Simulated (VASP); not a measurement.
## ZrB: single point with PBE

ZrB:

```xyz
2
Lattice="0.0000 2.4516 2.4516 2.4516 0.0000 2.4516 2.4516 2.4516 0.0000" Properties=species:S:1:pos:R:3 pbc="T T T"
Zr    0.0000    0.0000    0.0000
B     2.4516    2.4516    2.4516
```

```yaml
Program: VASP 6.6.1
Task: single point
Functional: PBE
Potentials_or_basis: VASP PAW PBE potentials, release 64 (Zr_sv, B)
Cutoff: 500 eV
k_mesh: 8 × 8 × 8
Occupations: gaussian, width 0.1 eV
Spin: no spin polarisation
Dipole_correction: no
Further_INCAR_settings: ALGO = Normal; EDIFF = 1e-06; NBANDS = 14
```

| Quantity | Value |
| --- | --- |
| Pressure | 0.3 GPa |
| Band gap on the k mesh | zero (an odd number of electrons rules out a gap without spin polarisation) |

Levels at points of the mesh, in eV from the Fermi level:
| k point | band 4 | band 5 | band 6 | band 7 | band 8 | band 9 | band 10 | band 11 | band 12 | band 13 |
| --- | --- | --- | --- | --- | --- | --- | --- | --- | --- | --- |
| (0.00, 0.00, 0.00) | -25.34 | -8.06 | 1.72 | 1.72 | 1.72 | 3.11 | 3.11 | 3.41 | 3.41 | 3.41 |
| (0.50, 0.00, 0.00) | -25.39 | -4.21 | -3.83 | -1.18 | -1.18 | 4.79 | 4.79 | 6.06 | 7.47 | 11.27 |
| (0.50, 0.50, 0.00) | -25.53 | -6.13 | -0.81 | -0.80 | 2.02 | 2.02 | 4.52 | 5.70 | 5.70 | 8.56 |

Wall time 9.2 s on 1 thread of AMD EPYC 9R45 96-Core Processor (Zen 5) (shared host), peak memory 0.13 GiB.
